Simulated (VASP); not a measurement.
# PN (Pmmm) in VASP: relaxation of cell and atoms with PBE+D3(BJ)

Aim: the relaxation of cell and atoms of PN with PBE+D3(BJ).

Everything below comes from runs of VASP 6.6.1. Logs are shortened: lines on timing, memory, paths and dates and some standing lists are left out, and cuts for length are marked.

### Step 1. The cell of the first run

It takes space group Pmmm (No. 47, orthorhombic). Conventional cell: a = 2.291 Å, b = 2.923 Å, c = 3.367 Å, α = 90.00°, β = 90.00°, γ = 90.00°. P (site symmetry mmm) has 2 N at 1.68 Å within 2.2 Å. N (site symmetry mmm) has 2 P at 1.68 Å within 2.2 Å.

### Step 2. Relaxation of cell and atoms, PBE+D3(BJ)

The input, INCAR:

```
  PREC = Accurate
  ENCUT = 600
  EDIFF = 1E-6
  ISMEAR = -1
  SIGMA = 0.15
  LREAL = False
  LASPH = True
  NELM = 100
  ALGO = Normal
  ISIF = 3
  LWAVE = False
  LCHARG = False
  GGA = PE
  IVDW = 12
  IBRION = 2
  NSW = 80
  EDIFFG = -0.001
```

The input, KPOINTS:

```
Automatic mesh
0
Gamma
  18 14 12
```

The input, POSCAR:

```
PN
1.0
    2.2907841330      0.0000000000      0.0000000000
    0.0000000000      2.9231715718      0.0000000000
    0.0000000000      0.0000000000      3.3667033579
P N
1 1
Direct
    0.0000000000      0.0000000000      0.5000000000
    0.0000000000      0.0000000000      0.0000000000
```

Potentials or basis: VASP PAW PBE potentials, release 64 (P, N).

Run with:

```bash
> cat potpaw_PBE.64/P/POTCAR potpaw_PBE.64/N/POTCAR > POTCAR
> mpirun -np 1 vasp_std > vasp.out
```

OUTCAR:

```text
PREC = Accurate
   ENCUT = 600
   EDIFF = 1E-6
   ISMEAR = -1
   LREAL = False
   LASPH = True
   NELM = 100
   ISIF = 3
   GGA = PE
   IVDW = 12
   IBRION = 2
   NSW = 80
   EDIFFG = -0.001
 IVDW          = 12

 ion  position               nearest neighbor table
   1  0.000  0.000  0.500-   2 1.68   2 1.68
   2  0.000  0.000  0.000-   1 1.68   1 1.68

  LATTYP: Found a simple orthorhombic cell.
 ALAT       =     2.2907841330
 B/A-ratio  =     1.2760571936
 C/A-ratio  =     1.4696728991

  Lattice vectors:

 A1 = (   2.2907841330,   0.0000000000,   0.0000000000)
 A2 = (   0.0000000000,   2.9231715718,   0.0000000000)
 A3 = (   0.0000000000,   0.0000000000,   3.3667033579)

Analysis of symmetry for initial positions (statically):
=====================================================================
 Subroutine PRICEL returns:
 Original cell was already a primitive cell.

 Routine SETGRP: Setting up the symmetry group for a
 simple orthorhombic supercell.

 Subroutine GETGRP returns: Found  8 space group operations
 (whereof  8 operations were pure point group operations)
 out of a pool of  8 trial point group operations.

The static configuration has the point symmetry D_2h.

Analysis of symmetry for dynamics (positions and initial velocities):
=====================================================================
 Subroutine PRICEL returns:
 Original cell was already a primitive cell.

 Routine SETGRP: Setting up the symmetry group for a
 simple orthorhombic supercell.

 Subroutine GETGRP returns: Found  8 space group operations
 (whereof  8 operations were pure point group operations)
 out of a pool of  8 trial point group operations.

The dynamic configuration has the point symmetry D_2h.

 Subroutine INISYM returns: Found  8 space group operations
 (whereof  8 operations are pure point group operations),
 and found     1 'primitive' translations

----------------------------------------------------------------------------------------

                                     Primitive cell

  volume of cell :      22.5446

  direct lattice vectors                    reciprocal lattice vectors
     2.290784133  0.000000000  0.000000000     0.436531747  0.000000000  0.000000000
     0.000000000  2.923171572  0.000000000     0.000000000  0.342094186  0.000000000
     0.000000000  0.000000000  3.366703358     0.000000000  0.000000000  0.297026466

  length of vectors
     2.290784133  2.923171572  3.366703358     0.436531747  0.342094186  0.297026466

  position of ions in fractional coordinates (direct lattice)
     0.000000000  0.000000000  0.500000000
     0.000000000  0.000000000  0.000000000

  ion indices of the primitive-cell ions
   primitive index   ion index
                 1           1
                 2           2

----------------------------------------------------------------------------------------

 KPOINTS: Automatic mesh

Automatic generation of k-mesh.
 Grid dimensions read from file:
 generate k-points for:   18   14   12

 Generating k-lattice:

  Cartesian coordinates                     Fractional coordinates (reciprocal lattice)
     0.024251764  0.000000000  0.000000000     0.055555556  0.000000000  0.000000000
     0.000000000  0.024435299  0.000000000     0.000000000  0.071428571  0.000000000
     0.000000000  0.000000000  0.024752205     0.000000000  0.000000000  0.083333333

  Length of vectors
     0.024251764  0.024435299  0.024752205

  Shift w.r.t. Gamma in fractional coordinates (k-lattice)
     0.000000000  0.000000000  0.000000000

 Subroutine IBZKPT returns following result:
 ===========================================

 Found    560 irreducible k-points:

 Following reciprocal coordinates:
            Coordinates               Weight
  0.000000  0.000000  0.000000      1.000000
  0.055556  0.000000  0.000000      2.000000
  0.111111  0.000000  0.000000      2.000000
  0.166667  0.000000  0.000000      2.000000
  0.222222  0.000000  0.000000      2.000000
  0.277778  0.000000  0.000000      2.000000
[... 16 lines left out ...]
  0.111111  0.142857  0.000000      4.000000
  0.166667  0.142857  0.000000      4.000000
 [... further k-points ...]
   k-points           NKPTS =    560   k-points in BZ     NKDIM =    560   number of bands    NBANDS=      9
   number of dos      NEDOS =    301   number of ions     NIONS =      2
   total plane-waves  NPLWV =  12096
   dimension x,y,z NGX =    18 NGY =   24 NGZ =   28
   dimension x,y,z NGXF=    36 NGYF=   48 NGZF=   56
   ions per type =               1   1
   NGX,Y,Z   is equivalent  to a cutoff of  13.06, 13.65, 13.83 a.u.
   NGXF,Y,Z  is equivalent  to a cutoff of  26.13, 27.30, 27.65 a.u.
 SYSTEM =  unknown system
   PREC   = accura    normal or accurate (medium, high low for compatibility)
   ISTART =      0    job   : 0-new  1-cont  2-samecut
   ICHARG =      2    charge: 1-file 2-atom 10-const
   ISPIN  =      1    spin polarized calculation?
   LNONCOLLINEAR =      F non collinear calculations
   LSORBIT =      F    spin-orbit coupling
   LASPH  =      T    aspherical Exc in radial PAW
   ENCUT  =  600.0 eV  44.10 Ry    6.64 a.u.   4.58  5.84  6.72*2*pi/ulx,y,z
   NELM   =    100;   NELMIN=  2; NELMDL= -5     # of ELM steps
   EDIFF  = 0.1E-05   stopping-criterion for ELM
   LREAL  =      F    real-space projection
   EDIFFG = -.1E-02   stopping-criterion for IOM
   NSW    =     80    number of steps for IOM
   IBRION =      2    ionic relax: 0-MD 1-quasi-New 2-CG
   NFREE  =      1    steps in history (QN), initial steepest desc. (CG)
   ISIF   =      3    stress and relaxation
   ISYM   =      2    0-nonsym 1-usesym 2-fastsym
   POTIM  = 0.5000    time-step for ionic-motion
   TEBEG  =    0.0;   TEEND  =   0.0 temperature during run
   PSTRESS=    0.0 pullay stress
   NELECT =      10.0000    total number of electrons
   NUPDOWN=      -1.0000    fix difference up-down
   EMIN   =  10.00;   EMAX   =-10.00  energy-range for DOS
   EFERMI =   0.00;   METHOD = LEGACY
   ISMEAR =    -1;   SIGMA  =   0.15  broadening in eV -4-tet -1-fermi 0-gaus
   EFERMI_NEDOS =   21; number of points for ismear=-14 and -15
   IALGO  =     38    algorithm
   IMIX   =      4    mixing-type and parameters
     AMIX     =   0.40;   BMIX     =  1.00
     AMIX_MAG =   1.60;   BMIX_MAG =  1.00
  volume/ion in A,a.u.               =      11.27        76.07
  Fermi-wavevector in a.u.,A,eV,Ry     =   1.248515  2.359351 21.208617  1.558789
  Thomas-Fermi vector in A             =   2.382598
   LORBIT       =      0    0 simple, 1 ext, 2 COOP (PROOUT), +10 PAW based schemes
   GGA     = PE    functional components
   LHFCALC =     F    Hartree Fock is set to
   AEXX    =    0.0000 exact exchange contribution
   IVDW    =    12    specifies the selected vdW correction
   LEPSILON=     F    determine dielectric tensor
   LRPA    =     F    only Hartree local field effects (RPA)
 conjugate gradient relaxation of ions
 non-spin polarized calculation
  energy-cutoff  :      600.00
  volume of cell :       22.54
 maximum number of plane-waves:       776
   NGX =  9   NGY = 11   NGZ = 13

--------------------------------------- Ionic step        1  -------------------------------------------

 number of electron      10.0000000 magnetization

 Free energy of the ion-electron system (eV)
  ---------------------------------------------------
  ext. energy  EPLUGINS =         0.00000000
  ---------------------------------------------------
  free energy    TOTEN  =       -11.74174686 eV

  energy without entropy =      -11.69040139  energy(sigma->0) =      -11.71607412

------------------------ aborting loop because EDIFF is reached ----------------------------------------

 Edisp (eV)   -0.60689

 E8    (eV) :    -0.2076

  FORCE on cell =-STRESS in cart. coord.  units (eV):
  Direction    XX          YY          ZZ          XY          YZ          ZX
  --------------------------------------------------------------------------------------
  -------------------------------------------------------------------------------------
  Total       0.00582    -0.02656    -0.22887    -0.00000     0.00000     0.00000
  in kB       0.41396    -1.88773   -16.26508    -0.00000     0.00000     0.00000
  external pressure =       -5.91 kB  Pullay stress =        0.00 kB
[... 97 lines left out ...]
  FREE ENERGIE OF THE ION-ELECTRON SYSTEM (eV)
  ---------------------------------------------------
  free  energy   TOTEN  =       -12.3488799023 eV

  energy  without entropy=      -12.2976082118  energy(sigma->0) =      -12.32324406

[... ionic steps 4 to 21 ...]

--------------------------------------- Ionic step       22  -------------------------------------------

 number of electron      10.0000000 magnetization

------------------------ aborting loop because EDIFF is reached ----------------------------------------

 Edisp (eV)   -0.60877

 E8    (eV) :    -0.2081
[... 69 lines left out ...]
  energy  without entropy=      -12.2974243351  energy(sigma->0) =      -12.32345993

--------------------------------------- Ionic step       24  -------------------------------------------

 number of electron      10.0000000 magnetization

 Free energy of the ion-electron system (eV)
  ---------------------------------------------------
  ext. energy  EPLUGINS =         0.00000000
  ---------------------------------------------------
  free energy    TOTEN  =       -11.74075118 eV

  energy without entropy =      -11.68867942  energy(sigma->0) =      -11.71471530

 E-fermi :   7.1789     XC(G=0): -11.1273

 val. band max:        7.1668614028   @ k =   0.1667   0.3571   0.3333
 cond. band min:       7.1797646409   @ k =   0.1667   0.2143   0.5000
 fundamental gap:      0.0129032381
 Fermi energy:         7.1788989845

 k-point     1 :       0.0000    0.0000    0.0000
  band No.  band energies     occupation
      1     -12.0217      2.00000
      2      -2.1803      2.00000
      3      -0.0744      2.00000
      4       3.9387      2.00000
      5       7.8488      0.02272
      6      12.5195      0.00000
      7      12.5197      0.00000
      8      18.2193      0.00000
      9      18.5076      0.00000
[... 265 lines left out ...]
 k-point    24 :       0.1667    0.1429    0.0000
  band No.  band energies     occupation
      1     -11.3411      2.00000
      2      -1.7345      2.00000
      3       0.3616      2.00000
      4       3.3691      2.00000
      5       5.6641      1.99992
      6      11.2371      0.00000
      7      14.1205      0.00000
      8      16.4471      0.00000
      9      17.9411      0.00000

 [... further k-points ...]

------------------------ aborting loop because EDIFF is reached ----------------------------------------

 Edisp (eV)   -0.60874

 E8    (eV) :    -0.2081

  FORCE on cell =-STRESS in cart. coord.  units (eV):
  Direction    XX          YY          ZZ          XY          YZ          ZX
  --------------------------------------------------------------------------------------
  -------------------------------------------------------------------------------------
  Total       0.00109     0.00107    -0.00133     0.00000     0.00000     0.00000
  in kB       0.07721     0.07593    -0.09375     0.00000     0.00000     0.00000
  external pressure =        0.02 kB  Pullay stress =        0.00 kB
[... 17 lines left out ...]
  FREE ENERGIE OF THE ION-ELECTRON SYSTEM (eV)
  ---------------------------------------------------
  free  energy   TOTEN  =       -12.3494954963 eV

  energy  without entropy=      -12.2974237356  energy(sigma->0) =      -12.32345962

 reached required accuracy - stopping structural energy minimisation
```

Run time: 13 min. Hardware: 1 thread of Intel Xeon 6975P-C (Granite Rapids), shared host; peak memory 0.29 GiB.

Results:

* Free energy: -12.3495 eV
* Relaxed volume: 11.33 Å³/atom
* Relaxed cell: a = 2.330 Å, b = 2.908 Å, c = 3.344 Å, α = 90.00°, β = 90.00°, γ = 90.00°
* Space group after relaxing (to 0.1 Å): Pmmm (No. 47)
* Energy gained by relaxing: 0.4 meV/atom
* Ionic steps: 24
* Pressure after relaxing: 0.0 GPa
* Band gap on the k mesh: zero (bands 5 and 6 overlap by 4.16 eV)
* Dispersion energy per atom: -0.304 eV

The path:
```tsv
step	energy change (eV)	largest force (eV/Å)	pressure (GPa)	volume (Å³)
1	0.0000	0.0000	-0.59	22.54
2	0.0004	0.0000	1.29	22.41
3	-0.0002	0.0000	0.11	22.49
4	-0.0004	0.0000	0.10	22.50
5	-0.0006	0.0000	0.07	22.53
6	-0.0008	0.0000	0.10	22.59
7	-0.0008	0.0000	0.10	22.60
8	-0.0008	0.0000	0.09	22.59
9	-0.0009	0.0000	-0.07	22.65
10	-0.0009	0.0000	-0.07	22.66
11	-0.0009	0.0000	0.02	22.67
12	-0.0009	0.0000	-0.02	22.66
13	-0.0009	0.0000	-0.03	22.66
14	-0.0009	0.0000	-0.05	22.66
15	-0.0009	0.0000	-0.06	22.66
16	-0.0009	0.0000	-0.02	22.66
17	-0.0009	0.0000	-0.03	22.66
18	-0.0009	0.0000	-0.02	22.66
19	-0.0009	0.0000	0.08	22.64
20	-0.0009	0.0000	0.03	22.65
21	-0.0009	0.0000	0.02	22.65
22	-0.0009	0.0000	0.02	22.66
23	-0.0009	0.0000	0.01	22.66
24	-0.0009	0.0000	0.00	22.66
```

Final structure:
```
CELL_PARAMETERS angstrom
2.32998 0.00000 0.00000
0.00000 2.90789 0.00000
0.00000 0.00000 3.34393
ATOMIC_POSITIONS crystal
P 0.00000 0.00000 0.50000
N 0.00000 0.00000 0.00000
```
